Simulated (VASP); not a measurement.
# Si3O2 (P-3m1) in VASP: a series of runs

Si3O2 is run at these levels: PBE; tasks: relaxation of cell and atoms, single point.

All numbers are computed with VASP 6.6.1; they aren't measurements. Logs are shortened: lines on timing, memory, paths and dates and some standing lists are left out, and cuts for length are marked.

### Step 1. The cell of the first run

The structure is trigonal, space group P-3m1 (No. 164). The conventional cell has a = 3.513 Å, b = 3.513 Å, c = 5.466 Å, α = 90.00°, β = 90.00°, γ = 120.00°. Si (site symmetry -3m) has 6 O at 2.43 Å and 6 Si at 2.81 Å within 3.2 Å. Within 2.9 Å of Si (site symmetry 3m) lie 4 O at 2.12 to 2.19 Å and 6 Si at 2.57 to 2.81 Å. O (site symmetry 3m) has 7 Si at 2.12 to 2.43 Å within 2.8 Å.

### Step 2. Relaxation of cell and atoms, PBE

File INCAR:

```
SYSTEM = Si3O2
PREC     = Accurate       ! precision mode
ENCUT    = 600            ! plane-wave cutoff, eV
EDIFF    = 1E-7           ! SCF threshold, eV
ISMEAR   = 0              ! smearing method
SIGMA    = 0.1            ! smearing width, eV
LREAL    = .FALSE.        ! projectors in reciprocal space
LASPH    = .TRUE.         ! aspherical terms in the spheres
NELM     = 120            ! most SCF steps
ALGO     = Normal         ! electronic algorithm
ISIF     = 3              ! what is computed and relaxed
LWAVE    = .FALSE.        ! write WAVECAR
LCHARG   = .FALSE.        ! write CHGCAR
GGA      = PE             ! functional
IBRION   = 2              ! ionic algorithm
NSW      = 90             ! ionic steps
EDIFFG   = -0.04          ! ionic threshold
GGA_COMPAT= .FALSE.      
NELMIN   = 4
```

File KPOINTS:

```
Automatic mesh
0
G
  6 6 4
  0 0 0
```

File POSCAR:

```
Si3O2
1.0
    3.5134382454      0.0000000000      0.0000000000
   -1.7567191227      3.0427267751      0.0000000000
    0.0000000000      0.0000000000      5.4663391990
Si O
3 2
Direct
    0.0000000000      0.0000000000      0.0000000000
    0.3333333333      0.6666666667      0.6450000000
    0.6666666667      0.3333333333      0.3550000000
    0.3333333333      0.6666666667      0.2450000000
    0.6666666667      0.3333333333      0.7550000000
```

Potentials or basis: VASP PAW PBE potentials, release 64 (Si, O).

The run is started by

```sh
$ cat potpaw_PBE.64/Si/POTCAR potpaw_PBE.64/O/POTCAR > POTCAR
$ mpirun -np 1 vasp_std > vasp.out
```

OUTCAR:

```text
SYSTEM = Si3O2
   PREC = Accurate
   ENCUT = 600
   EDIFF = 1E-7
   ISMEAR = 0
   LREAL = .FALSE.
   LASPH = .TRUE.
   NELM = 120
   ISIF = 3
   GGA = PE
   IBRION = 2
   NSW = 90
   EDIFFG = -0.04
   NELMIN = 4

 ion  position               nearest neighbor table
   1  0.000  0.000  0.000-   4 2.43   5 2.43   4 2.43   5 2.43   5 2.43   4 2.43   2 2.81   3 2.81
                             2 2.81   3 2.81   2 2.81   3 2.81
   2  0.333  0.667  0.645-   5 2.12   5 2.12   5 2.12   4 2.19   3 2.57   3 2.57   3 2.57   1 2.81
                             1 2.81   1 2.81
   3  0.667  0.333  0.355-   4 2.12   4 2.12   4 2.12   5 2.19   2 2.57   2 2.57   2 2.57   1 2.81
                             1 2.81   1 2.81
   4  0.333  0.667  0.245-   3 2.12   3 2.12   3 2.12   2 2.19   1 2.43   1 2.43   1 2.43
   5  0.667  0.333  0.755-   2 2.12   2 2.12   2 2.12   3 2.19   1 2.43   1 2.43   1 2.43

  LATTYP: Found a hexagonal cell.
 ALAT       =     3.5134382454
 C/A-ratio  =     1.5558375634

  Lattice vectors:

 A1 = (   3.5134382454,   0.0000000000,   0.0000000000)
 A2 = (  -1.7567191227,   3.0427267751,   0.0000000000)
 A3 = (   0.0000000000,   0.0000000000,   5.4663391990)

Analysis of symmetry for initial positions (statically):
=====================================================================
 Subroutine PRICEL returns:
 Original cell was already a primitive cell.

 Routine SETGRP: Setting up the symmetry group for a
 hexagonal supercell.

 Subroutine GETGRP returns: Found 12 space group operations
 (whereof 12 operations were pure point group operations)
 out of a pool of 24 trial point group operations.

The static configuration has the point symmetry D_3d.

Analysis of symmetry for dynamics (positions and initial velocities):
=====================================================================
 Subroutine PRICEL returns:
 Original cell was already a primitive cell.

 Routine SETGRP: Setting up the symmetry group for a
 hexagonal supercell.

 Subroutine GETGRP returns: Found 12 space group operations
 (whereof 12 operations were pure point group operations)
 out of a pool of 24 trial point group operations.

The dynamic configuration has the point symmetry D_3d.

 Subroutine INISYM returns: Found 12 space group operations
 (whereof 12 operations are pure point group operations),
 and found     1 'primitive' translations

----------------------------------------------------------------------------------------

                                     Primitive cell

  volume of cell :      58.4375

  direct lattice vectors                    reciprocal lattice vectors
     3.513438245  0.000000000  0.000000000     0.284621482  0.164326289  0.000000000
    -1.756719123  3.042726775  0.000000000     0.000000000  0.328652578  0.000000000
     0.000000000  0.000000000  5.466339199     0.000000000  0.000000000  0.182937788

  length of vectors
     3.513438245  3.513438245  5.466339199     0.328652578  0.328652578  0.182937788

  position of ions in fractional coordinates (direct lattice)
     0.000000000  0.000000000  0.000000000
     0.333333333  0.666666667  0.645000000
     0.666666667  0.333333333  0.355000000
     0.333333333  0.666666667  0.245000000
     0.666666667  0.333333333  0.755000000

  ion indices of the primitive-cell ions
   primitive index   ion index
                 1           1
                 2           2
                 3           3
                 4           4
                 5           5

----------------------------------------------------------------------------------------

 KPOINTS: Automatic mesh

Automatic generation of k-mesh.
 Grid dimensions read from file:
 generate k-points for:    6    6    4

 Generating k-lattice:

  Cartesian coordinates                     Fractional coordinates (reciprocal lattice)
     0.047436914  0.027387715  0.000000000     0.166666667 -0.000000000  0.000000000
     0.000000000  0.054775430  0.000000000     0.000000000  0.166666667  0.000000000
[... 46 lines left out ...]
   IMIX   =      4    mixing-type and parameters
     AMIX     =   0.40;   BMIX     =  1.00
     AMIX_MAG =   1.60;   BMIX_MAG =  1.00
  volume/ion in A,a.u.               =      11.69        78.87
  Fermi-wavevector in a.u.,A,eV,Ry     =   1.216881  2.299571 20.147485  1.480798
  Thomas-Fermi vector in A             =   2.352220
   LORBIT       =      0    0 simple, 1 ext, 2 COOP (PROOUT), +10 PAW based schemes
   GGA     = PE    functional components
   LHFCALC =     F    Hartree Fock is set to
   AEXX    =    0.0000 exact exchange contribution
   IVDW    =     0    specifies the selected vdW correction
   LEPSILON=     F    determine dielectric tensor
   LRPA    =     F    only Hartree local field effects (RPA)
 conjugate gradient relaxation of ions
 non-spin polarized calculation
 Gauss-broadening in eV      SIGMA  =   0.10
  energy-cutoff  :      600.00
  volume of cell :       58.44
 maximum number of plane-waves:      1969
   NGX = 13   NGY = 13   NGZ = 21

--------------------------------------- Ionic step        1  -------------------------------------------

 number of electron      24.0000000 magnetization

 Free energy of the ion-electron system (eV)
  ---------------------------------------------------
  ext. energy  EPLUGINS =         0.00000000
  ---------------------------------------------------
  free energy    TOTEN  =       -23.04397022 eV

  energy without entropy =      -23.03615276  energy(sigma->0) =      -23.04006149

------------------------ aborting loop because EDIFF is reached ----------------------------------------

  FORCE on cell =-STRESS in cart. coord.  units (eV):
  Direction    XX          YY          ZZ          XY          YZ          ZX
  --------------------------------------------------------------------------------------
  -------------------------------------------------------------------------------------
  Total        7.7926424      7.7926423     11.3549266      0.0000000      0.0000000      0.0000000
  in kB      213.6502813    213.6502813    311.3171563      0.0000000      0.0000000      0.0000000
  external PRESSURE =     246.2059063 kB  Pullay stress =       0.0000000 kB
[... 98 lines left out ...]
  FREE ENERGIE OF THE ION-ELECTRON SYSTEM (eV)
  ---------------------------------------------------
  free  energy   TOTEN  =       -24.2530345874 eV

  energy  without entropy=      -24.2405069319  energy(sigma->0) =      -24.24677076

 E-fermi :  10.0635     XC(G=0): -11.3465

 val. band max:       10.0274025870   @ k =   0.3333   0.1667   0.0000
 cond. band min:      10.1023667881   @ k =   0.3333   0.3333   0.5000
 fundamental gap:      0.0749642011
 Fermi energy:        10.0634648454

 k-point     1 :       0.0000    0.0000    0.0000
  band No.  band energies     occupation
      1     -14.9371      2.00000
      2     -12.2640      2.00000
      3      -4.5277      2.00000
      4      -0.0832      2.00000
      5       1.1610      2.00000
      6       3.4018      2.00000
[... 433 lines left out ...]
      3      -2.1599      2.00000
      4      -0.2035      2.00000
      5      -0.2035      2.00000
      6       1.0869      2.00000
[... 8 lines left out ...]
     15      13.1385      0.00000
     16      14.6631      0.00000

[... ionic steps 4 to 29 ...]

--------------------------------------- Ionic step       30  -------------------------------------------

 number of electron      24.0000009 magnetization

------------------------ aborting loop because EDIFF is reached ----------------------------------------
[... 73 lines left out ...]
--------------------------------------- Ionic step       32  -------------------------------------------

 number of electron      24.0000007 magnetization

 Free energy of the ion-electron system (eV)
  ---------------------------------------------------
  ext. energy  EPLUGINS =         0.00000000
  ---------------------------------------------------
  free energy    TOTEN  =       -30.22179519 eV

  energy without entropy =      -30.20797881  energy(sigma->0) =      -30.21488700

 E-fermi :   9.5600     XC(G=0): -11.2499

 val. band max:        9.5519316364   @ k =  -0.1667   0.5000   0.2500
 cond. band min:      10.2907095627   @ k =   0.1667   0.1667   0.0000
 fundamental gap:      0.7387779263
 Fermi energy:         9.5600030444

 k-point     1 :       0.0000    0.0000    0.0000
  band No.  band energies     occupation
      1     -16.5656      2.00000
      2     -12.6519      2.00000
      3      -3.9610      2.00000
      4       0.0866      2.00000
      5       0.2877      2.00000
      6       2.2322      2.00000
[... 477 lines left out ...]
  FREE ENERGIE OF THE ION-ELECTRON SYSTEM (eV)
  ---------------------------------------------------
  free  energy   TOTEN  =       -30.2217951943 eV

  energy  without entropy=      -30.2079788130  energy(sigma->0) =      -30.21488700

 reached required accuracy - stopping structural energy minimisation
```

Wall time 6.2 min (1 thread of Intel Xeon Platinum 8488C (Sapphire Rapids), shared host); peak memory 0.2 GiB.

What came out:

```yaml
Free_energy: -30.2218 eV
Relaxed_volume: 11.23 Å³/atom
Relaxed_cell: a = 2.726 Å, b = 2.726 Å, c = 8.722 Å, α = 90.00°, β = 90.00°, γ = 120.00°
Space_group_after_relaxing_to_0.1_Å: P-3m1 (No. 164)
Energy_gained_by_relaxing: 1435.6 meV/atom
Ionic_steps: 32
Pressure_after_relaxing: 0.4 GPa
Largest_force_after_relaxing: 0.023 eV/Å
Band_gap_on_the_k_mesh: zero (bands 12 and 13 overlap by 3.99 eV)
```

Forces in eV/Å, atoms in the order of the input:
```
Si   0.000  0.000  0.000
Si   0.000  0.000 -0.022
Si   0.000  0.000  0.022
O    0.000  0.000  0.023
O    0.000  0.000 -0.023
```

The path:
| step | energy change (eV) | largest force (eV/Å) | pressure (GPa) | volume (Å³) |
| --- | --- | --- | --- | --- |
| 1 | 0.0000 | 1.8792 | 24.62 | 58.44 |
| 2 | -1.2016 | 1.2753 | -4.99 | 74.96 |
| 3 | -1.2091 | 1.3764 | -3.40 | 73.46 |
| 4 | -1.7993 | 1.2524 | -6.15 | 73.84 |
| 5 | -2.6260 | 0.5157 | -9.43 | 73.55 |
| 6 | -2.9079 | 1.6476 | 5.89 | 62.35 |
| 7 | -2.9216 | 1.4480 | 2.62 | 64.10 |
| 8 | -3.3856 | 1.9085 | 2.66 | 61.07 |
| 9 | -4.6513 | 3.7424 | 19.70 | 51.82 |
| 10 | -4.5208 | 2.9295 | 4.27 | 56.30 |
| 11 | -4.8151 | 3.4829 | 9.33 | 54.07 |
| 12 | -4.8244 | 3.5995 | 12.63 | 53.23 |
| 13 | -4.8295 | 3.5718 | 11.69 | 53.45 |
| 14 | -4.8843 | 3.6430 | 13.16 | 53.17 |
| 15 | -4.9046 | 3.6863 | 15.04 | 52.87 |
| 16 | -5.0263 | 3.6664 | 14.01 | 53.12 |
| 17 | -5.3808 | 3.6559 | 11.03 | 53.89 |
| 18 | -6.0099 | 3.0324 | 6.31 | 55.42 |
| 19 | -6.6535 | 2.9550 | 1.40 | 58.50 |
| 20 | -6.8482 | 2.2348 | -1.02 | 58.69 |
| 21 | -6.9720 | 0.8365 | -3.85 | 58.90 |
| 22 | -7.0735 | 0.4698 | -8.36 | 59.34 |
| 23 | -6.8319 | 1.5690 | -11.37 | 60.21 |
| 24 | -7.0733 | 0.3992 | -9.49 | 59.50 |
| 25 | -7.0797 | 0.3989 | -9.02 | 59.42 |
| 26 | -7.1606 | 0.2646 | -1.86 | 57.08 |
| 27 | -7.1614 | 0.3449 | -0.94 | 56.83 |
| 28 | -7.1720 | 0.1916 | -0.60 | 56.57 |
| 29 | -7.1772 | 0.0874 | -0.11 | 56.24 |
| 30 | -7.1772 | 0.0840 | -0.08 | 56.22 |
| 31 | -7.1776 | 0.0582 | 0.12 | 56.18 |
| 32 | -7.1778 | 0.0235 | 0.38 | 56.14 |

Final structure:
```
CELL_PARAMETERS angstrom
2.72621 0.00000 0.00000
-1.36310 2.36097 0.00000
0.00000 0.00000 8.72245
ATOMIC_POSITIONS crystal
Si 0.00000 0.00000 0.00000
Si 0.33333 0.66667 0.61365
Si 0.66667 0.33333 0.38635
O 0.33333 0.66667 0.10061
O 0.66667 0.33333 0.89939
```

Caveat: a cell axis changed by over 15 % at a fixed basis, so the end point is rough.

### Step 3. Single point, PBE

This run uses another cell than the first one, of 15.83 Å³/atom.

File INCAR:

```
PREC = Accurate ; ENCUT = 600
EDIFF = 1E-6 ; ISMEAR = 0
SIGMA = 0.1 ; LREAL = False
LASPH = True ; NELM = 120
ALGO = Normal ; ISIF = 2
LWAVE = False ; LCHARG = True
GGA = PE ; LELF = True
LVHAR = True ; NBANDS = 20
GGA_COMPAT = False
```

File KPOINTS:

```
Automatic mesh
0
Gamma
  18 18 4
```

File POSCAR:

```
Si3O2
1.0
    2.7014411880      0.0000000000      0.0000000000
   -1.3507205940      2.3395166956      0.0000000000
    0.0000000000      0.0000000000     12.5205405817
Si O
3 2
Direct
    0.0000000000      0.0000000000      0.0000000000
    0.3333333333      0.6666666667      0.5838526703
    0.6666666667      0.3333333333      0.4161473297
    0.3333333333      0.6666666667      0.0730603827
    0.6666666667      0.3333333333      0.9269396173
```

Potentials or basis: VASP PAW PBE potentials, release 64 (Si, O).

The run is started by

```sh
$ cat potpaw_PBE.64/Si/POTCAR potpaw_PBE.64/O/POTCAR > POTCAR
$ mpirun -np 1 vasp_std > vasp.out
```

Run time: 3.3 min. Hardware: 1 thread of Intel Xeon Platinum 8488C (Sapphire Rapids), shared host; peak memory 0.37 GiB.

It converged, with:

- Free energy: -32.1977 eV
- Pressure: 0.1 GPa
- Largest force: 0.012 eV/Å
- Band gap on the k mesh: zero (bands 12 and 13 overlap by 4.08 eV)

Forces on the atoms (eV/Å):
```
Si   0.000  0.000  0.000
Si   0.000  0.000 -0.005
Si   0.000  0.000  0.005
O    0.000  0.000  0.012
O    0.000  0.000 -0.012
```

Stress tensor (GPa, compression positive):
```
 0.19  0.00  0.00
 0.00  0.19  0.00
 0.00  0.00 -0.14
```

Levels at points of the mesh, in eV from the Fermi level:
```csv
k point,band 8,band 9,band 10,band 11,band 12,band 13,band 14,band 15,band 16,band 17
"(0.00, 0.00, 0.00)",-5.73,-5.73,-5.42,-4.45,1.19,1.74,3.60,5.10,7.13,8.53
"(0.50, 0.00, 0.00)",-6.44,-6.13,-5.63,-3.45,-3.38,1.17,2.42,3.17,4.10,5.53
"(0.00, 0.00, 0.50)",-5.73,-5.73,-5.46,-4.41,0.91,2.16,3.56,4.77,7.49,8.53
"(0.50, 0.00, 0.50)",-6.44,-6.13,-5.63,-3.45,-3.38,1.16,2.43,3.16,4.10,5.53
```

### Step 4. Relaxation of cell and atoms, PBE

This run uses another cell than the first one, of 15.14 Å³/atom.

File INCAR:

```
PREC = Accurate ; ENCUT = 600
EDIFF = 1E-7 ; ISMEAR = 0
SIGMA = 0.1 ; LREAL = F
LASPH = T ; NELM = 120
ALGO = Normal ; ISIF = 3
LWAVE = F ; LCHARG = F
GGA = PE ; IBRION = 2
NSW = 100 ; EDIFFG = -0.01
GGA_COMPAT = F ; NELMIN = 4
```

File KPOINTS:

```
regular mesh
0
Gamma
  18 18 4
```

File POSCAR:

```
Si3O2
1.0
    2.7080414248      0.0000000000      0.0000000000
   -1.3540207124      2.3452326683      0.0000000000
    0.0000000000      0.0000000000     11.9216535706
Si O
3 2
Direct
    0.0000000000      0.0000000000      0.0000000000
    0.3333333333      0.6666666667      0.5913626932
    0.6666666667      0.3333333333      0.4086373068
    0.3333333333      0.6666666667      0.0764822381
    0.6666666667      0.3333333333      0.9235177619
```

The run is started by

```sh
$ cat potpaw_PBE.64/Si/POTCAR potpaw_PBE.64/O/POTCAR > POTCAR
$ mpirun -np 1 vasp_std > vasp.out
```

Wall time 11 min (1 thread of Intel Xeon Platinum 8488C (Sapphire Rapids), shared host); peak memory 0.34 GiB.

It converged, with:

* Free energy: -32.1953 eV
* Relaxed volume: 14.97 Å³/atom
* Relaxed cell: a = 2.703 Å, b = 2.703 Å, c = 11.823 Å, α = 90.00°, β = 90.00°, γ = 120.00°
* Space group after relaxing (to 0.1 Å): P-3m1 (No. 164)
* Energy gained by relaxing: 3.5 meV/atom
* Ionic steps: 10
* Pressure after relaxing: 0.0 GPa
* Largest force after relaxing: 0.010 eV/Å
* Band gap on the k mesh: zero (bands 12 and 13 overlap by 4.17 eV)

Forces on the atoms (eV/Å):
```
Si   0.000  0.000  0.000
Si   0.000  0.000 -0.010
Si   0.000  0.000  0.010
O    0.000  0.000 -0.001
O    0.000  0.000  0.001
```

The path:
| step | energy change (eV) | largest force (eV/Å) | pressure (GPa) | volume (Å³) |
| --- | --- | --- | --- | --- |
| 1 | 0.0000 | 0.3213 | -1.13 | 75.71 |
| 2 | -0.0107 | 0.2301 | 0.77 | 74.55 |
| 3 | -0.0108 | 0.2498 | 0.96 | 74.44 |
| 4 | -0.0161 | 0.0755 | 0.73 | 74.39 |
| 5 | -0.0163 | 0.0460 | 0.69 | 74.39 |
| 6 | -0.0172 | 0.0422 | -0.06 | 74.81 |
| 7 | -0.0172 | 0.0323 | 0.02 | 74.76 |
| 8 | -0.0173 | 0.0122 | 0.02 | 74.79 |
| 9 | -0.0173 | 0.0114 | 0.03 | 74.81 |
| 10 | -0.0173 | 0.0099 | 0.01 | 74.83 |

Final structure:
```
Si O
1.0
     2.70345    0.00000    0.00000
    -1.35173    2.34126    0.00000
     0.00000    0.00000   11.82259
Si O
3 2
Direct
  0.00000 0.00000 0.00000
  0.33333 0.66667 0.58871
  0.66667 0.33333 0.41129
  0.33333 0.66667 0.07734
  0.66667 0.33333 0.92266
```

Levels at points of the mesh, in eV from the Fermi level:
| k point | band 10 | band 11 | band 12 | band 13 | band 14 | band 15 |
| --- | --- | --- | --- | --- | --- | --- |
| (0.00, 0.00, 0.00) | -5.44 | -4.43 | 1.31 | 1.74 | 3.57 | 5.66 |
| (0.50, 0.00, 0.00) | -5.66 | -3.45 | -3.37 | 1.17 | 2.41 | 3.14 |
| (0.00, 0.00, 0.50) | -5.53 | -4.33 | 0.89 | 2.31 | 3.54 | 5.30 |
| (0.50, 0.00, 0.50) | -5.66 | -3.44 | -3.37 | 1.16 | 2.42 | 3.13 |

### Step 5. The runs side by side

```tsv
task	cell	k mesh	gap on the mesh (eV)	pressure (GPa)	relaxed volume (Å³/atom)	largest force (eV/Å)
relaxation of cell and atoms	relaxed from a = 3.513, b = 3.513, c = 5.466 Å, angles 90.0, 90.0, 120.0°, 5 atoms, atomic positions A	6 × 6 × 4	none	0.4	11.23	0.02
single point	a = 2.701, b = 2.701, c = 12.521 Å, angles 90.0, 90.0, 120.0°, 5 atoms, atomic positions B	18 × 18 × 4	none	0.1	-	0.01
relaxation of cell and atoms	relaxed from a = 2.708, b = 2.708, c = 11.922 Å, angles 90.0, 90.0, 120.0°, 5 atoms, atomic positions C	18 × 18 × 4	none	0.0	14.97	0.01
```

Alike in all rows: level PBE; potentials or basis VASP PAW PBE potentials, release 64 (Si, O); no spin polarisation; cutoff (eV) 600; smearing gaussian 0.1 eV.

Caveats: a cell axis changed by over 15 % at a fixed basis, so the end point is rough (at least some runs).

Total energies depend on the potentials used, so only differences within one code and one set of settings carry meaning.

The gap in the log of VASP goes by the Fermi energy; the results here count the filled bands.